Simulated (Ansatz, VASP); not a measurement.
Two plane-wave programs on AgCl

The input INCAR:

```
PREC = Accurate
ENCUT = 520
EDIFF = 1E-6
ISMEAR = -1
SIGMA = 0.02
LREAL = False
LASPH = True
NELM = 100
ALGO = Normal
ISIF = 2
LWAVE = False
LCHARG = False
GGA = PE
NBANDS = 16
```

File KPOINTS:

```
Automatic mesh
0
Gamma
  8 8 8
```

File POSCAR:

```
AgCl
1.0
    0.0000000000      2.9932461898      2.8229304816
    2.9932461898      0.0000000000      2.8229304816
    2.9932461898      2.9932461898      0.0000000000
Ag Cl
1 1
Direct
    0.0000000000      0.0000000000      0.0000000000
    0.2500000000      0.2500000000      0.2500000000
```

Input for Ansatz:

```yaml
crystal:
  lattice:
    - [0.0, 2.9932461898, 2.8229304816]
    - [2.9932461898, 0.0, 2.8229304816]
    - [2.9932461898, 2.9932461898, 0.0]
  atoms:
    - { symbol: Ag, position: [0.0, 0.0, 0.0] }
    - { symbol: Cl, position: [0.25, 0.25, 0.25] }
kpoints:
  mp_grid: { grid: [8, 8, 8] }
  band_path:
    path:
      - [0.0, 0.0, 0.0]
      - [-0.5, -0.5, 0.0]
      - [-0.375, -0.375, 0.25]
      - [-0.375, 0.0, 0.375]
      - [0.0, 0.0, 0.5]
      - [-0.5, -0.25, 0.25]
    npoints: 1
hamiltonian:
  xc: pbe
scf:
  occupations: { method: fermi_dirac, width: 0.02 }
  n_extra_bands: 4
output:
  forces: true
  stress: true
  eigenvalues: true
```

Change from the starting cell: uniaxial_z strain -5.7%.

Alike in both runs: task single point; functional PBE; k mesh 8 × 8 × 8; occupations fermi-dirac, width 0.02 eV; no spin polarisation.

```csv
,VASP,Ansatz
version,VASP 6.6.1,Ansatz 0.2.0
potentials or method,"VASP PAW PBE potentials, release 64 (Ag, Cl)","plane waves, PAW"
plane-wave cutoff (eV),520,420
valence electrons in the cell,18,26
```

```tsv
	VASP	Ansatz	Ansatz less VASP
gap on the k mesh at the Fermi level (eV)	1.14	1.14	+0.001
pressure (GPa)	3.4	3.5	+0.12
traceless stress, the component that is largest in VASP (GPa)	-0.09	-0.09	-0.003
```

With one functional, cell and mesh, what is left measures potentials, basis and numerics. VASP's potentials hold 18 valence electrons a cell and Ansatz's 26, so a difference there can come from the potentials and not from the codes.
